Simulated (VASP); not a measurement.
Here is a VASP 6.6.1 calculation.

The input INCAR:

```
SYSTEM = Mg
  ALGO = Normal
  EDIFF = 1E-6
  EDIFFG = -0.005
  ENCUT = 600
  GGA = PE
  IBRION = 2
  ISIF = 3
  ISMEAR = -1
  LASPH = .True.
  LCHARG = .False.
  LREAL = .False.
  LWAVE = .False.
  NELM = 100
  NSW = 60
  PREC = Accurate
  PSTRESS = 57.0
  SIGMA = 0.08
```

File KPOINTS:

```
k-points
0
Gamma
  16 16 16
  0 0 0
```

POSCAR

```
Mg
1.0
   -1.7212230226      1.7212230226      1.7212230226
    1.7212230226     -1.7212230226      1.7212230226
    1.7212230226      1.7212230226     -1.7212230226
Mg
1
Direct
    0.0000000000      0.0000000000      0.0000000000
```

Potentials or basis: VASP PAW PBE potentials, release 64 (Mg).

Launch:

```console
$ cat potpaw_PBE.64/Mg/POTCAR > POTCAR
$ mpirun -np 1 vasp_std > vasp.out
```

(1) Estimate the relaxed volume.

(2) Estimate the relaxed cell.

(3) Estimate the band gap on the k mesh.

(4) Predict the space group after relaxing (to 0.1 Å).

Answers

(1) 20.17 Å³/atom.

(2) a = 2.970 Å, b = 2.970 Å, c = 2.970 Å, α = 109.47°, β = 109.47°, γ = 109.47°.

(3) zero (bands 1 and 2 overlap by 4.92 eV).

(4) Im-3m (No. 229).

Caveat: the cell is relaxed towards a set pressure, so the run minimises the enthalpy, not the energy.
